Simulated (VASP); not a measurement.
The system is MgO (Periclase).

```xyz
2
Lattice="0.0000 2.2138 2.1022 2.1022 0.0000 2.1022 2.1022 2.2138 0.0000" Properties=species:S:1:pos:R:3 pbc="T T T"
Mg    0.0000    0.0000    0.0000
O     2.1022    2.2138    2.1022
```

This cell differs from its parent crystal: uniaxial y strain +5.3%.

Base run:

```yaml
Program: VASP 6.6.1
Functional: r2SCAN
Potentials_or_basis: VASP PAW PBE potentials, release 64 (Mg_sv, O)
Cutoff: 660 eV
k_mesh: 10 × 10 × 10
Occupations: gaussian, width 0.01 eV
Spin: no spin polarisation
```

Its results: band gap on the k mesh 5.12 eV, direct; pressure -7.3 GPa.

The run is repeated on the same cell with these changes: potentials or basis from VASP PAW PBE potentials, release 64 (Mg_sv, O) to VASP PAW PBE potentials, release 64 (Mg, O); cutoff from 660 eV to 520 eV; further incar settings from ALGO = Normal; EDIFF = 1e-06; NBANDS = 15 to ALGO = Normal; EDIFF = 1e-06; NBANDS = 11; valence electrons from 16 to 8. What comes out?

Band gap on the k mesh 5.07 eV, direct; pressure -8.1 GPa.

Caveats: the PAW data sets were made with another functional, which shifts forces and pressure a little.

